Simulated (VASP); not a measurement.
Input of a VASP 6.6.1 run:

Contents of INCAR:

```
  ALGO = Normal
  EDIFF = 1E-8
  ENCUT = 520
  IBRION = 8
  ISIF = 2
  ISMEAR = 0
  LASPH = T
  LCHARG = T
  LEPSILON = T
  LREAL = F
  LWAVE = F
  NELM = 100
  NSW = 1
  PREC = Accurate
  SIGMA = 0.01
```

Contents of KPOINTS:

```
k-points
0
Gamma
  8 8 8
```

The input POSCAR:

```
HfO2
1.0
    0.0000000000      2.5004398054      2.5004398054
    2.5004398054      0.0000000000      2.5004398054
    2.5004398054      2.5004398054      0.0000000000
Hf O
1 2
Direct
    0.0000000000      0.0000000000      0.0000000000
    0.2500000000      0.2500000000      0.2500000000
    0.7500000000      0.7500000000      0.7500000000
```

Potentials or basis: VASP PAW LDA potentials, release 64 (Hf_pv, O).

Command:

```bash
$ cat potpaw_LDA.64/Hf_pv/POTCAR potpaw_LDA.64/O/POTCAR > POTCAR
$ mpirun -np 1 vasp_std > vasp.out
```

(1) Predict the electronic dielectric tensor (diagonal).

(2) What does it give for the Born charges (mean of the diagonal)?

(3) Estimate the highest phonon frequency at Γ, LO-TO splitting left out.

## Answers

(1) 5.34.

(2) Hf +5.55; O -2.78 e.

(3) 595 cm⁻¹.

Caveat: the cell stands under pressure or tension, which shifts response properties.
